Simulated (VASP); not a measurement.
# SiC (F-43m) in VASP: notebook, part 2 of 2

VASP 6.6.1. Earlier steps stand in the parts before.

### Step 4. Relaxation of cell and atoms, PBE+D3(BJ)

This run uses another cell than the first one, of 10.35 Å³/atom.

The input, INCAR:

```
SYSTEM = SiC
PREC = Accurate
ENCUT = 600
EDIFF = 1E-7
ISMEAR = -1
SIGMA = 0.05
LREAL = .FALSE.
LASPH = .TRUE.
NELM = 120
ALGO = Normal
ISIF = 3
LWAVE = .FALSE.
LCHARG = .FALSE.
GGA = PE
IVDW = 12
IBRION = 2
NSW = 80
EDIFFG = -0.01
GGA_COMPAT = .FALSE.
NELMIN = 4
```

The input, KPOINTS:

```
Automatic mesh
0
G
  10 10 10
  0 0 0
```

The input, POSCAR:

```
SiC
1.0
    0.0000000000      2.1790000000      2.1790000000
    2.1790000000      0.0000000000      2.1790000000
    2.1790000000      2.1790000000      0.0000000000
Si C
1 1
Direct
    0.0000000000      0.0000000000      0.0000000000
    0.7500000000      0.7500000000      0.7500000000
```

Potentials or basis: VASP PAW PBE potentials, release 64 (Si, C).

Started as:

```console
$ cat potpaw_PBE.64/Si/POTCAR potpaw_PBE.64/C/POTCAR > POTCAR
$ mpirun -np 1 vasp_std > vasp.out
```

OUTCAR:

```text
SYSTEM = SiC
   PREC = Accurate
   ENCUT = 600
   EDIFF = 1E-7
   ISMEAR = -1
   LREAL = .FALSE.
   LASPH = .TRUE.
   NELM = 120
   ISIF = 3
   GGA = PE
   IVDW = 12
   IBRION = 2
   NSW = 80
   EDIFFG = -0.01
   NELMIN = 4
 IVDW          = 12

 ion  position               nearest neighbor table
   1  0.000  0.000  0.000-   2 1.89   2 1.89   2 1.89   2 1.89
   2  0.750  0.750  0.750-   1 1.89   1 1.89   1 1.89   1 1.89

  LATTYP: Found a face centered cubic cell.
 ALAT       =     4.3580000000

  Lattice vectors:

 A1 = (   0.0000000000,   2.1790000000,   2.1790000000)
 A2 = (   2.1790000000,   0.0000000000,   2.1790000000)
 A3 = (   2.1790000000,   2.1790000000,   0.0000000000)

Analysis of symmetry for initial positions (statically):
=====================================================================
 Subroutine PRICEL returns:
 Original cell was already a primitive cell.

 Routine SETGRP: Setting up the symmetry group for a
 face centered cubic supercell.

 Subroutine GETGRP returns: Found 24 space group operations
 (whereof 24 operations were pure point group operations)
 out of a pool of 48 trial point group operations.

The static configuration has the point symmetry T_d .

Analysis of symmetry for dynamics (positions and initial velocities):
=====================================================================
 Subroutine PRICEL returns:
 Original cell was already a primitive cell.

 Routine SETGRP: Setting up the symmetry group for a
 face centered cubic supercell.

 Subroutine GETGRP returns: Found 24 space group operations
 (whereof 24 operations were pure point group operations)
 out of a pool of 48 trial point group operations.

The dynamic configuration has the point symmetry T_d .

 Subroutine INISYM returns: Found 24 space group operations
 (whereof 24 operations are pure point group operations),
 and found     1 'primitive' translations

----------------------------------------------------------------------------------------

                                     Primitive cell

[... 99 lines left out ...]
   TEBEG  =    0.0;   TEEND  =   0.0 temperature during run
   PSTRESS=    0.0 pullay stress
   NELECT =       8.0000    total number of electrons
   NUPDOWN=      -1.0000    fix difference up-down
   EMIN   =  10.00;   EMAX   =-10.00  energy-range for DOS
   EFERMI =   0.00;   METHOD = LEGACY
   ISMEAR =    -1;   SIGMA  =   0.05  broadening in eV -4-tet -1-fermi 0-gaus
   EFERMI_NEDOS =   21; number of points for ismear=-14 and -15
   IALGO  =     38    algorithm
   IMIX   =      4    mixing-type and parameters
     AMIX     =   0.40;   BMIX     =  1.00
     AMIX_MAG =   1.60;   BMIX_MAG =  1.00
  volume/ion in A,a.u.               =      10.35        69.82
  Fermi-wavevector in a.u.,A,eV,Ry     =   1.192626  2.253736 19.352338  1.422357
  Thomas-Fermi vector in A             =   2.328660
   LORBIT       =      0    0 simple, 1 ext, 2 COOP (PROOUT), +10 PAW based schemes
   GGA     = PE    functional components
   LHFCALC =     F    Hartree Fock is set to
   AEXX    =    0.0000 exact exchange contribution
   IVDW    =    12    specifies the selected vdW correction
   LEPSILON=     F    determine dielectric tensor
   LRPA    =     F    only Hartree local field effects (RPA)
 conjugate gradient relaxation of ions
 non-spin polarized calculation
  energy-cutoff  :      600.00
  volume of cell :       20.69
 maximum number of plane-waves:       701
 NGX is ok and might be reduce to    28
   NGX = 13   NGY = 13   NGZ = 13

--------------------------------------- Ionic step        1  -------------------------------------------

 number of electron       8.0000000 magnetization

 Free energy of the ion-electron system (eV)
  ---------------------------------------------------
  ext. energy  EPLUGINS =         0.00000000
  ---------------------------------------------------
  free energy    TOTEN  =       -15.05911973 eV

  energy without entropy =      -15.05911971  energy(sigma->0) =      -15.05911972

------------------------ aborting loop because EDIFF is reached ----------------------------------------

 Edisp (eV)   -0.60223

 E8    (eV) :    -0.2263
[... 71 lines left out ...]
--------------------------------------- Ionic step        3  -------------------------------------------

 number of electron       8.0000000 magnetization

 Free energy of the ion-electron system (eV)
  ---------------------------------------------------
  ext. energy  EPLUGINS =         0.00000000
  ---------------------------------------------------
  free energy    TOTEN  =       -15.05542643 eV

  energy without entropy =      -15.05542642  energy(sigma->0) =      -15.05542642

 E-fermi :   8.8838     XC(G=0): -11.3883

 val. band max:        8.1890761947   @ k =   0.0000   0.0000   0.0000
 cond. band min:       9.5396257070   @ k =   0.5000   0.5000   0.0000
 fundamental gap:      1.3505495123
 Fermi energy:         8.8837879870

 k-point     1 :       0.0000    0.0000    0.0000
  band No.  band energies     occupation
      1      -7.2719      2.00000
      2       8.1891      2.00000
      3       8.1891      2.00000
      4       8.1891      2.00000
      5      14.5091      0.00000
      6      15.5486      0.00000
      7      15.5486      0.00000
      8      15.5486      0.00000
[... 243 lines left out ...]
 k-point    24 :       0.4000    0.3000    0.0000
  band No.  band energies     occupation
      1      -4.1114      2.00000
      2       2.6010      2.00000
      3       5.0235      2.00000
      4       5.5532      2.00000
      5      11.0650      0.00000
      6      13.8451      0.00000
      7      19.8908      0.00000
      8      20.1917      0.00000

 [... further k-points ...]

------------------------ aborting loop because EDIFF is reached ----------------------------------------

 Edisp (eV)   -0.60668

 E8    (eV) :    -0.2280
[... 25 lines left out ...]
  FREE ENERGIE OF THE ION-ELECTRON SYSTEM (eV)
  ---------------------------------------------------
  free  energy   TOTEN  =       -15.6621079051 eV

  energy  without entropy=      -15.6621078869  energy(sigma->0) =      -15.66210790

 reached required accuracy - stopping structural energy minimisation
```

CONTCAR:

```text
SiC
   1.00000000000000
    -0.0000000000000000    2.1736568088525892    2.1736568088525892
     2.1736568088525892    0.0000000000000000    2.1736568088525892
     2.1736568088525892    2.1736568088525892    0.0000000000000000
  Si              C
     1     1
Direct
     0.0000000000000000    0.0000000000000000    0.0000000000000000
     0.7500000000000000    0.7500000000000000    0.7500000000000000

  0.00000000E+00  0.00000000E+00  0.00000000E+00
  0.00000000E+00  0.00000000E+00  0.00000000E+00
```

Run time: 42 s. Hardware: 1 thread of Intel Xeon 8259CL, shared host; peak memory 0.16 GiB.

Results:

```yaml
Free_energy: -15.6621 eV
Relaxed_volume: 10.27 Å³/atom
Relaxed_cell: a = 3.074 Å, b = 3.074 Å, c = 3.074 Å, α = 60.00°, β = 60.00°, γ = 60.00°
Space_group_after_relaxing_to_0.1_Å: F-43m (No. 216)
Energy_gained_by_relaxing: 0.4 meV/atom
Ionic_steps: 3
Pressure_after_relaxing: 0.0 GPa
Band_gap_on_the_k_mesh: 1.35 eV (least direct gap 4.55 eV)
Dispersion_energy_per_atom: -0.303 eV
```

Step by step:
```csv
step,energy change (eV),largest force (eV/Å),pressure (GPa),volume (Å³)
1,0.0000,0.0000,-1.59,20.69
2,0.0001,0.0000,1.70,20.39
3,-0.0008,0.0000,0.01,20.54
```

Final structure:
```
Si C
1.0
     0.00000    2.17366    2.17366
     2.17366    0.00000    2.17366
     2.17366    2.17366    0.00000
Si C
1 1
Direct
  0.00000 0.00000 0.00000
  0.75000 0.75000 0.75000
```

A k mesh can miss the band edges. As with any semilocal functional, this PBE gap is likely too small.

### Step 5. Relaxation of cell and atoms, RPBE+D3(BJ)

This run uses another cell than the first one, of 10.35 Å³/atom.

The input, INCAR:

```
ALGO = Normal
EDIFF = 1E-7
EDIFFG = -0.02
ENCUT = 600
GGA = RP
GGA_COMPAT = F
IBRION = 2
ISIF = 3
ISMEAR = -1
IVDW = 12
LASPH = T
LCHARG = F
LREAL = F
LWAVE = F
NELM = 120
NELMIN = 4
NSW = 80
PREC = Accurate
SIGMA = 0.05
```

The input, KPOINTS:

```
k-points
0
Gamma
  10 10 10
```

POSCAR is that of step 4.

Started as:

```console
$ cat potpaw_PBE.64/Si/POTCAR potpaw_PBE.64/C/POTCAR > POTCAR
$ mpirun -np 1 vasp_std > vasp.out
```

It took 54 s on 1 thread of Intel Xeon 8259CL, shared host; peak memory 0.16 GiB.

The run converged. Its results:

| Property | Result |
| --- | --- |
| Free energy | -16.6632 eV |
| Relaxed volume | 9.60 Å³/atom |
| Relaxed cell | a = 3.006 Å, b = 3.006 Å, c = 3.006 Å, α = 60.00°, β = 60.00°, γ = 60.00° |
| Space group after relaxing (to 0.1 Å) | F-43m (No. 216) |
| Energy gained by relaxing | 40.9 meV/atom |
| Ionic steps | 3 |
| Pressure after relaxing | -0.3 GPa |
| Band gap on the k mesh | 1.29 eV (least direct gap 4.60 eV) |
| Dispersion energy per atom | -1.244 eV |

Step by step:
| step | energy change (eV) | largest force (eV/Å) | pressure (GPa) | volume (Å³) |
| --- | --- | --- | --- | --- |
| 1 | 0.0000 | 0.0000 | -16.28 | 20.69 |
| 2 | 0.0199 | 0.0000 | 23.51 | 17.70 |
| 3 | -0.0818 | 0.0000 | -0.27 | 19.20 |

Final structure:
```
CELL_PARAMETERS angstrom
0.00000 2.12546 2.12546
2.12546 0.00000 2.12546
2.12546 2.12546 0.00000
ATOMIC_POSITIONS crystal
Si 0.00000 0.00000 0.00000
C 0.75000 0.75000 0.75000
```

Levels at points of the mesh, in eV from the valence-band top:
```tsv
k point	band 2	band 3	band 4	band 5	band 6	band 7
(0.00, 0.00, 0.00)	0.00	0.00	0.00	7.12	7.90	7.90
(0.50, 0.00, 0.00)	-8.94	-1.06	-1.06	6.16	7.56	7.56
(0.50, 0.50, 0.00)	-8.01	-3.32	-3.32	1.29	4.65	15.00
```

Caveat: the PAW data sets were made with another functional, which shifts forces and pressure a little. A k mesh can miss the band edges.

### Step 6. Overview

```csv
task,level,cell,gap on the mesh (eV),pressure (GPa),relaxed volume (Å³/atom)
single point,RPBE+D3(BJ),"a = 3.008 Å, angles 60.0°, 2 atoms",1.29,-0.8,-
single point,PBE+D3(BJ),"a = 3.075 Å, angles 60.0°, 2 atoms",1.35,-0.2,-
relaxation of cell and atoms,PBE+D3(BJ),"relaxed from a = 3.082 Å, angles 60.0°, 2 atoms",1.35,0.0,10.27
relaxation of cell and atoms,RPBE+D3(BJ),"relaxed from a = 3.082 Å, angles 60.0°, 2 atoms",1.29,-0.3,9.60
```

Alike in all rows: potentials or basis VASP PAW PBE potentials, release 64 (Si, C); no spin polarisation; k mesh 10 × 10 × 10; cutoff (eV) 600; smearing fermi-dirac 0.05 eV.

Caveats: the PAW data sets were made with another functional, which shifts forces and pressure a little (at least some runs).

Absolute energies hang on the potentials; compare differences alone.

### Step 7. How close it comes

Step 2. Against the measured gap of SiC, 2.4 eV (indirect; quoted in “Insight into the structural, elastic and electronic properties of a new orthorhombic 6O-SiC polytype”, 2020, pmc:7200658), the calculated 1.29 eV is off by -1.11 eV. The value is that of RPBE+D3(BJ) on a finite k mesh, which can miss the band edges, without temperature or zero-point motion. Semilocal functionals fall short of measured gaps as a rule.

Step 3. Against the measured gap of SiC, 2.4 eV (indirect; quoted in “Insight into the structural, elastic and electronic properties of a new orthorhombic 6O-SiC polytype”, 2020, pmc:7200658), the calculated 1.35 eV is off by -1.05 eV. The value is that of PBE+D3(BJ) on a finite k mesh, which can miss the band edges, without temperature or zero-point motion. Semilocal functionals fall short of measured gaps as a rule.
